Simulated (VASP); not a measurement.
# Ta5TiN6 (P4/mmm) in VASP: single point with PBE

Aim: the single point of Ta5TiN6 with PBE.

All numbers are computed with VASP 6.6.1; they aren't measurements. Logs are shortened: lines on timing, memory, paths and dates and some standing lists are left out, and cuts for length are marked.

### 1 The cell of the first run

The structure is tetragonal, space group P4/mmm (No. 123). The conventional cell has a = 3.109 Å, b = 3.109 Å, c = 13.163 Å, α = 90.00°, β = 90.00°, γ = 90.00°. Within 2.9 Å of Ti (site symmetry 4/mmm) lie 6 N at 2.16 to 2.20 Å. Within 2.9 Å of Ta (site symmetry 4/mmm) lie 6 N at 2.20 to 2.22 Å. Ta (site symmetry 4mm) has 6 N at 2.20 to 2.22 Å within 2.9 Å. Within 2.8 Å of Ta (site symmetry 4mm) lie 6 N at 2.12 to 2.25 Å. Within 2.9 Å of N (site symmetry 4mm) lie 6 Ta at 2.20 to 2.25 Å. N (site symmetry 4/mmm) has 6 Ta at 2.20 to 2.22 Å within 2.9 Å. Within 2.9 Å of N (site symmetry 4mm) lie 1 Ti at 2.16 Å and 5 Ta at 2.20 to 2.21 Å. Within 2.8 Å of N (site symmetry 4/mmm) lie 2 Ta at 2.12 Å and 4 Ti at 2.20 Å.

### 2 Single point, PBE

File INCAR:

```
  PREC = Accurate
  ENCUT = 520
  EDIFF = 1E-6
  ISMEAR = 0
  SIGMA = 0.1
  LREAL = F
  LASPH = T
  NELM = 80
  ALGO = Normal
  ISIF = 2
  LWAVE = F
  LCHARG = F
  GGA = PE
  NBANDS = 60
```

File KPOINTS:

```
Automatic mesh
0
Gamma
  12 12 4
```

File POSCAR:

```
Ta5TiN6
1.0
    3.1090342511      0.0000000000      0.0000000000
    0.0000000000      3.1090342511      0.0000000000
    0.0000000000      0.0000000000     13.1628799589
Ti Ta N
1 5 6
Direct
    0.5000000000      0.5000000000      0.5000000000
    0.0000000000      0.0000000000      0.0000000000
    0.5000000000      0.5000000000      0.1683208839
    0.0000000000      0.0000000000      0.3391087451
    0.0000000000      0.0000000000      0.6608912549
    0.5000000000      0.5000000000      0.8316791161
    0.0000000000      0.0000000000      0.8316255952
    0.5000000000      0.5000000000      0.0000000000
    0.0000000000      0.0000000000      0.1683744048
    0.5000000000      0.5000000000      0.3362300113
    0.0000000000      0.0000000000      0.5000000000
    0.5000000000      0.5000000000      0.6637699887
```

Potentials or basis: VASP PAW PBE potentials, release 64 (Ti_sv, Ta_pv, N).

Started as:

```bash
$ cat potpaw_PBE.64/Ti_sv/POTCAR potpaw_PBE.64/Ta_pv/POTCAR potpaw_PBE.64/N/POTCAR > POTCAR
$ mpirun -np 1 vasp_std > vasp.out
```

OUTCAR:

```text
PREC = Accurate
   ENCUT = 520
   EDIFF = 1E-6
   ISMEAR = 0
   LREAL = F
   LASPH = T
   NELM = 80
   ISIF = 2
   GGA = PE

 ion  position               nearest neighbor table
   1  0.500  0.500  0.500-  10 2.16  12 2.16  11 2.20  11 2.20  11 2.20  11 2.20   5 3.05   5 3.05
                             4 3.05   5 3.05   4 3.05   4 3.05   5 3.05   4 3.05
   2  0.000  0.000  0.000-   8 2.20   8 2.20   8 2.20   8 2.20   9 2.22   7 2.22   6 3.12   6 3.12
                             3 3.12   6 3.12   3 3.12   3 3.12   6 3.12   3 3.12
   3  0.500  0.500  0.168-   9 2.20   9 2.20   9 2.20   9 2.20  10 2.21   8 2.22   2 3.12   2 3.12
                             2 3.12   2 3.12   4 3.14   4 3.14   4 3.14   4 3.14
   4  0.000  0.000  0.339-  11 2.12  10 2.20  10 2.20  10 2.20  10 2.20   9 2.25   1 3.05   1 3.05
                             1 3.05   1 3.05   3 3.14   3 3.14   3 3.14   3 3.14
   5  0.000  0.000  0.661-  11 2.12  12 2.20  12 2.20  12 2.20  12 2.20   7 2.25   1 3.05   1 3.05
                             1 3.05   1 3.05   6 3.14   6 3.14   6 3.14   6 3.14
   6  0.500  0.500  0.832-   7 2.20   7 2.20   7 2.20   7 2.20  12 2.21   8 2.22   2 3.12   2 3.12
                             2 3.12   2 3.12   5 3.14   5 3.14   5 3.14   5 3.14
   7  0.000  0.000  0.832-   6 2.20   6 2.20   6 2.20   6 2.20   2 2.22   5 2.25
   8  0.500  0.500  0.000-   2 2.20   2 2.20   2 2.20   2 2.20   6 2.22   3 2.22
   9  0.000  0.000  0.168-   3 2.20   3 2.20   3 2.20   3 2.20   2 2.22   4 2.25
  10  0.500  0.500  0.336-   1 2.16   4 2.20   4 2.20   4 2.20   4 2.20   3 2.21
  11  0.000  0.000  0.500-   4 2.12   5 2.12   1 2.20   1 2.20   1 2.20   1 2.20
  12  0.500  0.500  0.664-   1 2.16   5 2.20   5 2.20   5 2.20   5 2.20   6 2.21

  LATTYP: Found a simple tetragonal cell.
 ALAT       =     3.1090342511
 C/A-ratio  =     4.2337519936

  Lattice vectors:

 A1 = (   3.1090342511,   0.0000000000,   0.0000000000)
 A2 = (   0.0000000000,   3.1090342511,   0.0000000000)
 A3 = (   0.0000000000,   0.0000000000,  13.1628799589)

Analysis of symmetry for initial positions (statically):
=====================================================================
 Subroutine PRICEL returns:
 Original cell was already a primitive cell.

 Routine SETGRP: Setting up the symmetry group for a
 simple tetragonal supercell.

 Subroutine GETGRP returns: Found 16 space group operations
 (whereof 16 operations were pure point group operations)
 out of a pool of 16 trial point group operations.

The static configuration has the point symmetry D_4h.

Analysis of symmetry for dynamics (positions and initial velocities):
=====================================================================
 Subroutine PRICEL returns:
 Original cell was already a primitive cell.

 Routine SETGRP: Setting up the symmetry group for a
 simple tetragonal supercell.

 Subroutine GETGRP returns: Found 16 space group operations
 (whereof 16 operations were pure point group operations)
 out of a pool of 16 trial point group operations.

The dynamic configuration has the point symmetry D_4h.

 Subroutine INISYM returns: Found 16 space group operations
 (whereof 16 operations are pure point group operations),
 and found     1 'primitive' translations

----------------------------------------------------------------------------------------

                                     Primitive cell

  volume of cell :     127.2336

  direct lattice vectors                    reciprocal lattice vectors
     3.109034251  0.000000000  0.000000000     0.321643288  0.000000000  0.000000000
     0.000000000  3.109034251  0.000000000     0.000000000  0.321643288  0.000000000
     0.000000000  0.000000000 13.162879959     0.000000000  0.000000000  0.075971216

  length of vectors
     3.109034251  3.109034251 13.162879959     0.321643288  0.321643288  0.075971216

  position of ions in fractional coordinates (direct lattice)
     0.500000000  0.500000000  0.500000000
     0.000000000  0.000000000  0.000000000
     0.500000000  0.500000000  0.168320884
     0.000000000  0.000000000  0.339108745
     0.000000000  0.000000000  0.660891255
     0.500000000  0.500000000  0.831679116
     0.000000000  0.000000000  0.831625595
     0.500000000  0.500000000  0.000000000
     0.000000000  0.000000000  0.168374405
     0.500000000  0.500000000  0.336230011
     0.000000000  0.000000000  0.500000000
     0.500000000  0.500000000  0.663769989

  ion indices of the primitive-cell ions
   primitive index   ion index
                 1           1
                 2           2
                 3           3
                 4           4
                 5           5
                 6           6
                 7           7
                 8           8
                 9           9
                10          10
                11          11
                12          12

----------------------------------------------------------------------------------------

 KPOINTS: Automatic mesh

Automatic generation of k-mesh.
 Grid dimensions read from file:
 generate k-points for:   12   12    4

 Generating k-lattice:

  Cartesian coordinates                     Fractional coordinates (reciprocal lattice)
     0.026803607  0.000000000  0.000000000     0.083333333  0.000000000  0.000000000
     0.000000000  0.026803607  0.000000000     0.000000000  0.083333333  0.000000000
     0.000000000  0.000000000  0.018992804     0.000000000  0.000000000  0.250000000

  Length of vectors
     0.026803607  0.026803607  0.018992804

  Shift w.r.t. Gamma in fractional coordinates (k-lattice)
     0.000000000  0.000000000  0.000000000

 Subroutine IBZKPT returns following result:
 ===========================================

 Found     84 irreducible k-points:

 Following reciprocal coordinates:
            Coordinates               Weight
  0.000000  0.000000  0.000000      1.000000
  0.083333  0.000000  0.000000      4.000000
  0.166667  0.000000  0.000000      4.000000
  0.250000  0.000000  0.000000      4.000000
  0.333333  0.000000  0.000000      4.000000
  0.416667  0.000000  0.000000      4.000000
[... 16 lines left out ...]
  0.333333  0.333333  0.000000      4.000000
  0.416667  0.333333  0.000000      8.000000
 [... further k-points ...]
   k-points           NKPTS =     84   k-points in BZ     NKDIM =     84   number of bands    NBANDS=     60
   number of dos      NEDOS =    301   number of ions     NIONS =     12
   total plane-waves  NPLWV =  56448
   dimension x,y,z NGX =    24 NGY =   24 NGZ =   98
   dimension x,y,z NGXF=    48 NGYF=   48 NGZF=  196
   ions per type =               1   5   6
   NGX,Y,Z   is equivalent  to a cutoff of  12.83, 12.83, 12.38 a.u.
   NGXF,Y,Z  is equivalent  to a cutoff of  25.67, 25.67, 24.75 a.u.
 SYSTEM =  unknown system
   PREC   = accura    normal or accurate (medium, high low for compatibility)
   ISTART =      0    job   : 0-new  1-cont  2-samecut
   ICHARG =      2    charge: 1-file 2-atom 10-const
   ISPIN  =      1    spin polarized calculation?
   LNONCOLLINEAR =      F non collinear calculations
   LSORBIT =      F    spin-orbit coupling
   LASPH  =      T    aspherical Exc in radial PAW
   ENCUT  =  520.0 eV  38.22 Ry    6.18 a.u.   5.78  5.78 24.47*2*pi/ulx,y,z
   NELM   =     80;   NELMIN=  2; NELMDL= -5     # of ELM steps
   EDIFF  = 0.1E-05   stopping-criterion for ELM
   LREAL  =      F    real-space projection
   EDIFFG = 0.1E-04   stopping-criterion for IOM
   NSW    =      0    number of steps for IOM
   IBRION =     -1    ionic relax: 0-MD 1-quasi-New 2-CG
   NFREE  =      0    steps in history (QN), initial steepest desc. (CG)
   ISIF   =      2    stress and relaxation
   ISYM   =      2    0-nonsym 1-usesym 2-fastsym
   POTIM  = 0.5000    time-step for ionic-motion
   TEBEG  =    0.0;   TEEND  =   0.0 temperature during run
   PSTRESS=    0.0 pullay stress
   NELECT =      97.0000    total number of electrons
   NUPDOWN=      -1.0000    fix difference up-down
   EMIN   =  10.00;   EMAX   =-10.00  energy-range for DOS
   EFERMI =   0.00;   METHOD = LEGACY
   ISMEAR =     0;   SIGMA  =   0.10  broadening in eV -4-tet -1-fermi 0-gaus
   EFERMI_NEDOS =   21; number of points for ismear=-14 and -15
   IALGO  =     38    algorithm
   IMIX   =      4    mixing-type and parameters
     AMIX     =   0.40;   BMIX     =  1.00
     AMIX_MAG =   1.60;   BMIX_MAG =  1.00
  volume/ion in A,a.u.               =      10.60        71.55
  Fermi-wavevector in a.u.,A,eV,Ry     =   1.495540  2.826161 30.431342  2.236641
  Thomas-Fermi vector in A             =   2.607672
   LORBIT       =      0    0 simple, 1 ext, 2 COOP (PROOUT), +10 PAW based schemes
   GGA     = PE    functional components
   LHFCALC =     F    Hartree Fock is set to
   AEXX    =    0.0000 exact exchange contribution
   IVDW    =     0    specifies the selected vdW correction
   LEPSILON=     F    determine dielectric tensor
   LRPA    =     F    only Hartree local field effects (RPA)
 non-spin polarized calculation
 Gauss-broadening in eV      SIGMA  =   0.10
  energy-cutoff  :      520.00
  volume of cell :      127.23
 maximum number of plane-waves:      3480
 NGX is ok and might be reduce to    24
   NGX = 11   NGY = 11   NGZ = 49

 number of electron      97.0000013 magnetization

 Free energy of the ion-electron system (eV)
  ---------------------------------------------------
  ext. energy  EPLUGINS =         0.00000000
  ---------------------------------------------------
  free energy    TOTEN  =      -128.97441600 eV

  energy without entropy =     -128.94634918  energy(sigma->0) =     -128.96038259

 E-fermi :   9.7118     XC(G=0): -13.2892

 val. band max:        9.7103409072   @ k =   0.3333   0.0833   0.2500
 cond. band min:       9.7154012169   @ k =   0.2500   0.2500   0.2500
 fundamental gap:      0.0050603097
 Fermi energy:         9.7118170092

 k-point     1 :       0.0000    0.0000    0.0000
  band No.  band energies     occupation
      1     -48.2074      2.00000
      2     -26.7437      2.00000
      3     -26.6202      2.00000
      4     -26.4568      2.00000
      5     -26.3268      2.00000
      6     -26.3268      2.00000
[... 1501 lines left out ...]
     59      12.5555      0.00000
     60      12.6272      0.00000

 [... further k-points ...]
[... 5 lines left out ...]
  --------------------------------------------------------------------------------------
  -------------------------------------------------------------------------------------
  Total        0.5538386      0.5538386      0.5948717      0.0000000     -0.0000000      0.0000000
  in kB        6.9741597      6.9741597      7.4908651      0.0000000     -0.0000000      0.0000000
  external PRESSURE =       7.1463949 kB  Pullay stress =       0.0000000 kB

 VOLUME and BASIS-vectors are now :
 -----------------------------------------------------------------------------
  energy-cutoff  :      520.00
  volume of cell :      127.23
      direct lattice vectors                 reciprocal lattice vectors
     3.109034251  0.000000000  0.000000000     0.321643288  0.000000000  0.000000000
     0.000000000  3.109034251  0.000000000     0.000000000  0.321643288  0.000000000
     0.000000000  0.000000000 13.162879959     0.000000000  0.000000000  0.075971216

 POSITION                                       TOTAL-FORCE (eV/Angst)
 -----------------------------------------------------------------------------------
      1.55452      1.55452      6.58144         0.000000     -0.000000      0.000000
      0.00000      0.00000      0.00000         0.000000     -0.000000      0.000000
      1.55452      1.55452      2.21559         0.000000     -0.000000      0.000975
      0.00000      0.00000      4.46365         0.000000      0.000000      0.006516
      0.00000      0.00000      8.69923        -0.000000     -0.000000     -0.006516
      1.55452      1.55452     10.94729         0.000000     -0.000000     -0.000975
      0.00000      0.00000     10.94659         0.000000     -0.000000      0.001261
      1.55452      1.55452      0.00000         0.000000     -0.000000      0.000000
      0.00000      0.00000      2.21629         0.000000     -0.000000     -0.001261
      1.55452      1.55452      4.42576         0.000000     -0.000000     -0.000181
      0.00000      0.00000      6.58144         0.000000     -0.000000      0.000000
      1.55452      1.55452      8.73712        -0.000000      0.000000      0.000181
 -----------------------------------------------------------------------------------
    total drift:                                0.000000     -0.000000      0.000000

  FREE ENERGIE OF THE ION-ELECTRON SYSTEM (eV)
  ---------------------------------------------------
  free  energy   TOTEN  =      -128.9744159967 eV

  energy  without entropy=     -128.9463491824  energy(sigma->0) =     -128.96038259
```

Run time: 21 min. Hardware: 1 thread of Intel Xeon Platinum 8259CL at 2.50GHz (Skylake/Cascade Lake), shared host; peak memory 0.6 GiB.

What came out:

- Free energy: -128.9744 eV
- Pressure: 0.7 GPa
- Largest force: 0.007 eV/Å

Forces in eV/Å, atoms in the order of the input:
```
Ti   0.000  0.000  0.000
Ta   0.000  0.000  0.000
Ta   0.000  0.000  0.001
Ta   0.000  0.000  0.007
Ta   0.000  0.000 -0.007
Ta   0.000  0.000 -0.001
N    0.000  0.000  0.001
N    0.000  0.000  0.000
N    0.000  0.000 -0.001
N    0.000  0.000  0.000
N    0.000  0.000  0.000
N    0.000  0.000  0.000
```

Levels at points of the mesh, in eV from the Fermi level:
```csv
k point,band 47,band 48,band 49,band 50,band 51,band 52
"(0.00, 0.00, 0.00)",-3.20,-2.68,-1.80,-1.80,-1.37,0.14
"(0.50, 0.00, 0.00)",0.81,1.00,1.15,1.20,1.22,1.25
"(0.50, 0.50, 0.00)",-1.82,-1.64,-1.64,1.58,1.58,1.69
"(0.00, 0.00, 0.50)",-3.53,-2.47,-1.42,-1.13,-1.13,-1.05
"(0.50, 0.00, 0.50)",0.67,0.70,0.77,0.86,0.89,1.37
"(0.50, 0.50, 0.50)",-3.32,-0.02,-0.02,0.12,0.12,1.91
```

Caveat: spin-orbit coupling is left out, which moves the levels of the heavy elements.
